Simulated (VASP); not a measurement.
## ZrO2: elastic constants with PBE

The system is ZrO2.

```
Zr O
1.0
     3.58586    0.00000    0.00000
     0.00000    3.58586    0.00000
     0.00000    0.00000    5.17755
Zr O
2 4
Direct
  0.00000 0.00000 0.00000
  0.50000 0.50000 0.50000
  0.00000 0.50000 0.20200
  0.00000 0.50000 0.70200
  0.50000 0.00000 0.29800
  0.50000 0.00000 0.79800
```

```json
{
 "Program": "VASP 6.6.1",
 "Task": "elastic constants",
 "Functional": "PBE",
 "Potentials or basis": "VASP PAW PBE potentials, release 64 (Zr_sv, O)",
 "Cutoff": "600 eV",
 "k mesh": "6 × 6 × 6",
 "Occupations": "gaussian, width 0.01 eV",
 "Spin": "no spin polarisation",
 "Dipole correction": "no",
 "Ions in elastic constants": "relaxed",
 "Further INCAR settings": "ALGO = Normal; EDIFF = 1e-08; IBRION = 6; POTIM = 0.015; NSW = 1; ISIF = 3"
}
```

```json
{"Voigt bulk modulus": "202 GPa", "Highest phonon frequency at Γ, LO-TO splitting left out": "650 cm⁻¹"}
```

Phonon frequencies in cm⁻¹ (negative: imaginary):
| q point | frequencies |
| --- | --- |
| (0.000, 0.000, 0.000) | 0 0 0 121 121 139 139 283 311 334 442 442 447 447 593 646 646 650 |

Elastic tensor in Voigt notation (GPa, in the Cartesian axes of the cell as first typed):
```
378 228  71   0   0   0
228 378  71   0   0   0
 71  71 318   0   0   0
  0   0   0  37   0   0
  0   0   0   0  37   0
  0   0   0   0   0 170
```

Clamped-ion elastic tensor (GPa):
```
453 203 127   0   0   0
203 453 127   0   0   0
127 127 447   0   0   0
  0   0   0  95   0   0
  0   0   0   0  95   0
  0   0   0   0   0 170
```

Wall time 5.8 min on 4 MPI ranks on AMD EPYC 9R45 96-Core Processor (Zen 5) (shared host), peak memory 0.38 GiB a rank.

Caveat: the cell is under stress, which shifts elastic constants.
